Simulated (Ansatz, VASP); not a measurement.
Ti5C: VASP beside Ansatz

```
Ti C
1.0
     5.06934    0.00000    0.00000
    -2.53467    4.39018    0.00000
     0.00000    0.00000    4.55835
Ti C
5 1
Direct
  0.00000 0.33453 0.00000
  0.66547 0.66547 0.00000
  0.33453 0.00000 0.00000
  0.66667 0.33333 0.50000
  0.33333 0.66667 0.50000
  0.00000 0.00000 0.50000
```

Change from the starting cell: species swapped into the Mg5Sn type (P-62m, No. 189).

Alike in both runs: task single point; functional PBE; k mesh 6 × 6 × 4; occupations gaussian, width 0.1 eV; no spin polarisation.

|  | VASP | Ansatz |
| --- | --- | --- |
| version | VASP 6.6.1 | Ansatz 0.2.0 |
| potentials or method | VASP PAW PBE potentials, release 64 (Ti_sv, C), cutoff 520 eV | scalar-relativistic, plane waves, PAW |
| valence electrons in the cell | 64 | 64 |

|  | VASP | Ansatz | Ansatz less VASP |
| --- | --- | --- | --- |
| gap on the k mesh at the Fermi level (eV) | none | none | - |
| pressure (GPa) | -12.3 | -12.1 | +0.12 |
| traceless stress, the component that is largest in VASP (GPa) | 0.05 | 0.07 | +0.012 |
| rms of the force components (eV/Å) | 0.769 | 0.774 | +0.0048 |

Atom by atom the forces differ by 0.005 eV/Å (rms over components). A gap of «none» marks a metal or a gap that the smearing closes. The functional is the same, so the differences come from potentials, cutoffs and numerics.
